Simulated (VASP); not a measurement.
## Si2W (MoSi2 type): single point with PBE

The system is Si2W (MoSi2 type).

```
CELL_PARAMETERS angstrom
-1.61452 1.61452 3.93348
1.61452 -1.61452 3.93348
1.61452 1.61452 -3.93348
ATOMIC_POSITIONS crystal
W 0.00000 0.00000 0.00000
Si 0.33458 0.33458 0.00000
Si 0.66542 0.66542 0.00000
```

```
Program                : VASP 6.6.1
Task                   : single point
Functional             : PBE
Potentials or basis    : VASP PAW PBE potentials, release 64 (W_sv, Si)
Cutoff                 : 520 eV
k mesh                 : 14 × 14 × 14
Occupations            : fermi-dirac, width 0.05 eV
Spin                   : no spin polarisation
Dipole correction      : no
Further INCAR settings : ALGO = Normal; EDIFF = 1e-06; NBANDS = 18
```

```json
{
 "Pressure": "0.1 GPa",
 "Band gap on the k mesh": "zero (band 11 reaches 12.46 eV, above the bottom of band 12 at 11.22 eV)"
}
```

Forces in eV/Å, atoms in the order of the input:
```
W    0.000  0.000  0.000
Si   0.000  0.000 -0.003
Si   0.000  0.000  0.003
```

Stress tensor (GPa, compression positive):
```
0.11 0.00 0.00
0.00 0.11 0.00
0.00 0.00 0.02
```

Levels at points of the mesh, in eV from the Fermi level:
```tsv
k point	band 8	band 9	band 10	band 11	band 12	band 13	band 14	band 15
(0.00, 0.00, 0.00)	-3.25	-2.81	-2.81	0.60	2.65	2.98	3.03	3.03
(0.50, 0.00, 0.00)	-4.81	-2.75	-2.71	-0.42	2.65	2.75	3.90	4.31
(0.50, 0.50, 0.00)	-5.50	-4.96	-3.19	-1.76	2.73	2.91	3.06	3.85
(0.50, 0.50, 0.50)	-2.54	-0.85	-0.85	-0.49	-0.49	0.78	4.44	4.72
```

It took 3.1 min on 1 thread of Intel(R) Xeon(R) Platinum 8375C CPU @ 2.90GHz (Ice Lake), with other jobs on the host, peak memory 0.33 GiB.

Caveat: spin-orbit coupling is left out, which moves the levels of the heavy elements.
